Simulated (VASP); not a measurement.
# C in VASP: notebook, part 2 of 2

VASP 6.6.1. The steps go on from the part before.

## (4) Single point, PBEsol

This run uses another cell than the first one: it holds 10 atoms, not 14.

INCAR

```
SYSTEM = C
PREC     = Accurate       ! precision mode
ENCUT    = 520            ! plane-wave cutoff, eV
EDIFF    = 1E-6           ! SCF threshold, eV
ISMEAR   = 0              ! smearing method
SIGMA    = 0.05           ! smearing width, eV
LREAL    = .FALSE.        ! projectors in reciprocal space
LASPH    = .TRUE.         ! aspherical terms in the spheres
NELM     = 60             ! most SCF steps
ALGO     = Normal         ! electronic algorithm
ISIF     = 2              ! what is computed and relaxed
LWAVE    = .FALSE.        ! write WAVECAR
LCHARG   = .TRUE.         ! write CHGCAR
LDIPOL   = .TRUE.       
IDIPOL   = 3            
DIPOL    = 0.5 0.5 0.500
GGA      = PS             ! functional
LELF     = .TRUE.         ! ELF
LVHAR    = .TRUE.       
LVACPOTAV= .TRUE.       
NBANDS   = 31             ! bands
```

KPOINTS

```
regular mesh
0
G
  11 11 1
  0 0 0
```

POSCAR

```
C
1.0
    2.5129226041      0.0000000000      0.0000000000
    0.0000000000      2.5129226041      0.0000000000
    0.0000000000      0.0000000000     24.9960707628
C
10
Direct
    0.0000000000      0.5000000000      0.3400534460
    0.0000000000      0.0000000000      0.3755971247
    0.5000000000      0.0000000000      0.4111408033
    0.5000000000      0.5000000000      0.4466844820
    0.0000000000      0.5000000000      0.4822281607
    0.0000000000      0.0000000000      0.5177114273
    0.5000000000      0.0000000000      0.5534200794
    0.5000000000      0.5000000000      0.5884940802
    0.0000000000      0.5000000000      0.6254276594
    0.0000000000      0.0000000000      0.6567625804
```

Potentials or basis: VASP PAW PBE potentials, release 64 (C).

On the command line:

```sh
$ cat potpaw_PBE.64/C/POTCAR > POTCAR
$ mpirun -np 1 vasp_std > vasp.out
```

OUTCAR:

```text
SYSTEM = C
   PREC = Accurate
   ENCUT = 520
   EDIFF = 1E-6
   ISMEAR = 0
   LREAL = .FALSE.
   LASPH = .TRUE.
   NELM = 60
   ISIF = 2
   GGA = PS

 ion  position               nearest neighbor table
   1  0.000  0.500  0.340-   2 1.54   2 1.54
   2  0.000  0.000  0.376-   3 1.54   3 1.54   1 1.54   1 1.54
   3  0.500  0.000  0.411-   2 1.54   2 1.54   4 1.54   4 1.54
   4  0.500  0.500  0.447-   5 1.54   5 1.54   3 1.54   3 1.54
   5  0.000  0.500  0.482-   6 1.54   6 1.54   4 1.54   4 1.54
   6  0.000  0.000  0.518-   5 1.54   5 1.54   7 1.54   7 1.54
   7  0.500  0.000  0.553-   8 1.53   8 1.53   6 1.54   6 1.54
   8  0.500  0.500  0.588-   7 1.53   7 1.53   9 1.56   9 1.56
   9  0.000  0.500  0.625-  10 1.48  10 1.48   8 1.56   8 1.56
  10  0.000  0.000  0.657-   9 1.48   9 1.48

  LATTYP: Found a simple tetragonal cell.
 ALAT       =     2.5129226041
 C/A-ratio  =     9.9470117870

  Lattice vectors:

 A1 = (   2.5129226041,   0.0000000000,   0.0000000000)
 A2 = (   0.0000000000,   2.5129226041,   0.0000000000)
 A3 = (   0.0000000000,   0.0000000000,  24.9960707628)

Analysis of symmetry for initial positions (statically):
=====================================================================
 Subroutine PRICEL returns:
 Original cell was already a primitive cell.

 Routine SETGRP: Setting up the symmetry group for a
 simple tetragonal supercell.

 Subroutine GETGRP returns: Found  4 space group operations
 (whereof  4 operations were pure point group operations)
 out of a pool of 16 trial point group operations.

The static configuration has the point symmetry C_2v.

Analysis of symmetry for dynamics (positions and initial velocities):
=====================================================================
 Subroutine PRICEL returns:
 Original cell was already a primitive cell.

 Routine SETGRP: Setting up the symmetry group for a
 simple tetragonal supercell.

[... 146 lines left out ...]
   LHFCALC =     F    Hartree Fock is set to
   AEXX    =    0.0000 exact exchange contribution
   IVDW    =     0    specifies the selected vdW correction
   LEPSILON=     F    determine dielectric tensor
   LRPA    =     F    only Hartree local field effects (RPA)
 non-spin polarized calculation
 Gauss-broadening in eV      SIGMA  =   0.05
  energy-cutoff  :      520.00
  volume of cell :      157.84
 maximum number of plane-waves:      4313
   NGX =  9   NGY =  9   NGZ = 93

 dipolmoment           0.000000      0.000000      0.007655 electrons x Angstroem

 number of electron      40.0000004 magnetization

 dipolmoment           0.000000      0.000000     -0.011455 electrons x Angstroem

 Free energy of the ion-electron system (eV)
  ---------------------------------------------------
  ext. energy  EPLUGINS =         0.00000000
  ---------------------------------------------------
  free energy    TOTEN  =       -89.10302910 eV

  energy without entropy =      -89.10131416  energy(sigma->0) =      -89.10217163

 E-fermi :  -1.2322     XC(G=0):  -5.6689

 val. band max:       -1.2451768927   @ k =   0.0909   0.0000   0.0000
 cond. band min:      -1.1845508930   @ k =   0.4545   0.3636   0.0000
 fundamental gap:      0.0606259997
 Fermi energy:        -1.2321561188

 k-point     1 :       0.0000    0.0000    0.0000
  band No.  band energies     occupation
      1     -22.7578      2.00000
      2     -21.6221      2.00000
      3     -19.9389      2.00000
      4     -17.7192      2.00000
      5     -15.0136      2.00000
      6     -11.9990      2.00000
[... 805 lines left out ...]
     30       9.2518      0.00000
     31       9.5693      0.00000

 [... further k-points ...]
[... 5 lines left out ...]
  --------------------------------------------------------------------------------------
  -------------------------------------------------------------------------------------
  Total       -7.8560170     -0.4448665     -1.6237280      0.0000000      0.0000000      0.0000000
  in kB      -79.7412480     -4.5155468    -16.4813916      0.0000000      0.0000000      0.0000000
  external PRESSURE =     -33.5793955 kB  Pullay stress =       0.0000000 kB

 VOLUME and BASIS-vectors are now :
 -----------------------------------------------------------------------------
  energy-cutoff  :      520.00
  volume of cell :      157.84
      direct lattice vectors                 reciprocal lattice vectors
     2.512922604  0.000000000  0.000000000     0.397943016  0.000000000  0.000000000
     0.000000000  2.512922604  0.000000000     0.000000000  0.397943016  0.000000000
     0.000000000  0.000000000 24.996070763     0.000000000  0.000000000  0.040006288

 POSITION                                       TOTAL-FORCE (eV/Angst)
 -----------------------------------------------------------------------------------
      0.00000      1.25646      8.50000         0.000000      0.000000      2.217695
      0.00000      0.00000      9.38845         0.000000      0.000000     -2.395187
      1.25646      0.00000     10.27690         0.000000      0.000000      0.242851
      1.25646      1.25646     11.16536         0.000000      0.000000     -0.158905
      0.00000      1.25646     12.05381         0.000000      0.000000      0.042339
      0.00000      0.00000     12.94075         0.000000      0.000000      0.000735
      1.25646      0.00000     13.83333         0.000000      0.000000     -0.003337
      1.25646      1.25646     14.71004         0.000000      0.000000      0.004109
      0.00000      1.25646     15.63323         0.000000      0.000000     -0.010929
      0.00000      0.00000     16.41648         0.000000      0.000000      0.060630
 -----------------------------------------------------------------------------------
    total drift:                                0.000000      0.000000      0.000104

  FREE ENERGIE OF THE ION-ELECTRON SYSTEM (eV)
  ---------------------------------------------------
  free  energy   TOTEN  =       -89.1030290959 eV

  energy  without entropy=      -89.1013141584  energy(sigma->0) =      -89.10217163

 vacuum level on the upper side and lower side of the slab         6.014         6.342
```

It took 2.4 min on 1 thread of Intel Xeon 6975P-C (Granite Rapids), shared host; peak memory 0.3 GiB.

What came out:

| Item | Value |
| --- | --- |
| Free energy | -89.1030 eV |
| Largest force | 2.395 eV/Å |
| Band gap on the k mesh | zero (bands 20 and 21 overlap by 0.37 eV) |

Forces in eV/Å, atoms in the order of the input:
```
C    0.000  0.000  2.218
C    0.000  0.000 -2.395
C    0.000  0.000  0.243
C    0.000  0.000 -0.159
C    0.000  0.000  0.042
C    0.000  0.000  0.001
C    0.000  0.000 -0.003
C    0.000  0.000  0.004
C    0.000  0.000 -0.011
C    0.000  0.000  0.061
```

Caveat: the PAW data sets were made with another functional, which shifts forces and pressure a little.

## (5) Summary

```csv
cell,gap on the mesh (eV),largest force (eV/Å)
"a = 2.513, b = 2.513, c = 26.550 Å, 14 atoms, atomic positions A",none,2.41
"a = 2.513, b = 2.513, c = 26.550 Å, 14 atoms, atomic positions B",none,0.06
"a = 2.513, b = 2.513, c = 24.996 Å, 10 atoms, atomic positions C",none,2.40
```

Alike in all rows: task single point; level PBEsol; potentials or basis VASP PAW PBE potentials, release 64 (C); no spin polarisation; k mesh 11 × 11 × 1; cutoff (eV) 520; smearing gaussian 0.05 eV.

Caveats: the PAW data sets were made with another functional, which shifts forces and pressure a little.

Absolute energies hang on the potentials; compare differences alone.

The gap in the log of VASP goes by the Fermi energy; the results here count the filled bands.